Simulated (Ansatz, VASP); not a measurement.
**One calculation of MgO, two programs**

Contents of INCAR:

```
SYSTEM = MgO
PREC     = Accurate       ! precision mode
ENCUT    = 520            ! plane-wave cutoff, eV
EDIFF    = 1E-6           ! SCF threshold, eV
ISMEAR   = 0              ! smearing method
SIGMA    = 0.05           ! smearing width, eV
LREAL    = .FALSE.        ! projectors in reciprocal space
LASPH    = .TRUE.         ! aspherical terms in the spheres
NELM     = 80             ! most SCF steps
ALGO     = Normal         ! electronic algorithm
ISIF     = 2              ! what is computed and relaxed
LWAVE    = .FALSE.        ! write WAVECAR
LCHARG   = .TRUE.         ! write CHGCAR
GGA      = PE             ! functional
LELF     = .TRUE.         ! ELF
LVHAR    = .TRUE.       
NBANDS   = 16             ! bands
```

KPOINTS

```
Automatic mesh
0
G
  9 9 6
  0 0 0
```

The input POSCAR:

```
MgO
1.0
    3.5213164829      0.0000000000      0.0000000000
   -1.7606582415      3.0495495290      0.0000000000
    0.0000000000      0.0000000000      4.1122000000
Mg O
2 2
Direct
    0.6666666667      0.3333333333      0.7500000000
    0.3333333333      0.6666666667      0.2500000000
    0.6666666667      0.3333333333      0.2500000000
    0.3333333333      0.6666666667      0.7500000000
```

Input for Ansatz:

```yaml
crystal:
  lattice:
    - [3.5213164829, 0.0, 0.0]
    - [-1.7606582415, 3.049549529, 0.0]
    - [0.0, 0.0, 4.1122]
  atoms:
    - { symbol: Mg, position: [0.6666666667, 0.3333333333, 0.75] }
    - { symbol: Mg, position: [0.3333333333, 0.6666666667, 0.25] }
    - { symbol: O, position: [0.6666666667, 0.3333333333, 0.25] }
    - { symbol: O, position: [0.3333333333, 0.6666666667, 0.75] }
basis:
  ecutwfc: 520.0
kpoints:
  mp_grid: { grid: [9, 9, 6] }
hamiltonian:
  xc: pbe
  pseudopotentials: { kind: paw, azcp: { folder: soft_1 } }
scf:
  occupations: { method: gaussian, width: 0.05 }
output:
  forces: true
  stress: true
  eigenvalues: true
```

Alike in both runs: task single point; functional PBE; k mesh 9 × 9 × 6; occupations gaussian, width 0.05 eV; no spin polarisation.

|  | VASP | Ansatz |
| --- | --- | --- |
| version | VASP 6.6.1 | Ansatz 0.2.0 |
| potentials or method | VASP PAW PBE potentials, release 64 (Mg, O), cutoff 520 eV | scalar-relativistic, plane waves, PAW |
| valence electrons in the cell | 16 | 32 |

Ansatz gave:

* gap on the k mesh at the Fermi level (eV): 3.47
* least direct gap on the mesh (eV): 3.47
* pressure (GPa): 4.4
* traceless stress, the component that is largest in VASP (GPa): 4.06

What did VASP give for the same quantities?

gap on the k mesh at the Fermi level (eV): 3.45; least direct gap on the mesh (eV): 3.45; pressure (GPa): 3.8; traceless stress, the component that is largest in VASP (GPa): 3.97.

VASP's potentials hold 16 valence electrons a cell and Ansatz's 32, so a difference there can come from the potentials and not from the codes.
